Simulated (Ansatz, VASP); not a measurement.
**Al3GaAs4 in VASP and in Ansatz**

```xyz
8
Lattice="4.0555 0.0000 0.0000 0.0000 4.0555 0.0000 0.0000 0.0000 11.4558" Properties=species:S:1:pos:R:3 pbc="T T T"
Al    0.0000    0.0000    8.5892
Al    0.0000    0.0000    2.8667
Al    2.0277    2.0277    5.7279
Ga    2.0277    2.0277   11.4558
As    2.0277    0.0000   10.0139
As    0.0000    2.0277    1.4419
As    2.0277    0.0000    4.2971
As    4.0555    2.0277    7.1587
```

Alike in both runs: task single point; functional PBE; k mesh 4 × 4 × 1; occupations gaussian, width 0.1 eV; no spin polarisation.

|  | VASP | Ansatz |
| --- | --- | --- |
| version | VASP 6.6.1 | Ansatz 0.2.0 |
| potentials or method | VASP PAW PBE potentials, release 64 (Al, Ga_d, As), cutoff 520 eV | scalar-relativistic, plane waves, PAW |
| valence electrons in the cell | 42 | 82 |

```tsv
	VASP	Ansatz	Ansatz less VASP
gap on the k mesh at the Fermi level (eV)	1.27	1.26	-0.003
least direct gap on the mesh (eV)	1.27	1.26	-0.003
pressure (GPa)	0.2	0.0	-0.16
traceless stress, the component that is largest in VASP (GPa)	-0.63	-0.63	+0.003
rms of the force components (eV/Å)	0.007	0.006	-0.0010
```

Atom by atom the forces differ by 0.001 eV/Å (rms over components). VASP's potentials hold 42 valence electrons a cell and Ansatz's 82, so a difference there can come from the potentials and not from the codes.

The k mesh is coarse, so the values compare programs but aren't converged.
